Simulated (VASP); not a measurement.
A run of VASP 6.6.1 is set up as follows.

File INCAR:

```
SYSTEM = SiNi
  PREC = Accurate
  ENCUT = 520
  EDIFF = 1E-7
  ISMEAR = 0
  SIGMA = 0.1
  LREAL = Auto
  LASPH = .True.
  NELM = 100
  ALGO = Normal
  ISIF = 2
  LWAVE = .False.
  LCHARG = .False.
  GGA = PE
  ISYM = 0
  NBANDS = 86
```

Contents of KPOINTS:

```
regular mesh
0
Gamma
  3 4 4
  0 0 0
```

File POSCAR:

```
SiNi
1.0
    6.3578974334     -0.1577713031     -0.0963094240
   -0.1541928251      6.2887261569      0.1821091120
   -0.0965127662      0.1840350794      6.2728154507
Si Ni
10 10
Direct
    0.9906355352      0.5945773617      0.2571856539
    0.7871164213      0.8700358373      0.5002662582
    0.0594016245      0.0395960126      0.7908165619
    0.7559573377      0.5532884692      0.7485948747
    0.4204231012      0.7115236861      0.3450569001
    0.1844377427      0.2180023668      0.2249071407
    0.2144435338      0.6610248078      0.7201894559
    0.4020470266      0.2827179292      0.5713622727
    0.7162464081      0.3138779096      0.0856289920
    0.5814616713      0.9025868507      0.9577366697
    0.2062548426      0.8257963300      0.0580387439
    0.1536813013      0.9187414626      0.4533990112
    0.6690860917      0.4755588707      0.3993616747
    0.7181171418      0.1609044899      0.7182878936
    0.8801997435      0.9925557366      0.1445306254
    0.0581894658      0.3439457146      0.5451009312
    0.3799805851      0.1898982942      0.9278081505
    0.5328715898      0.0709131259      0.3169707883
    0.4707933012      0.5642396045      0.9867601985
    0.0437819909      0.4122822512      0.9389357763
```

Potentials or basis: VASP PAW PBE potentials, release 64 (Si, Ni).

The run is started by

```sh
$ cat potpaw_PBE.64/Si/POTCAR potpaw_PBE.64/Ni/POTCAR > POTCAR
$ mpirun -np 1 vasp_std > vasp.out
```

Task: What does it give for the band gap on the k mesh?

Result: Zero (bands 70 and 71 overlap by 0.46 eV).

Task: Predict the largest force.

Result: 0.026 eV/Å.

Task: Predict the pressure.

Result: 0.1 GPa.

Stress tensor (GPa, compression positive):
```
 0.11 -0.06  0.00
-0.06  0.04 -0.10
 0.00 -0.10  0.02
```

Caveat: the atoms stand as in a frame of molecular dynamics. Spin polarisation is off, so any magnetic state and its effect on volume and gap are missing.
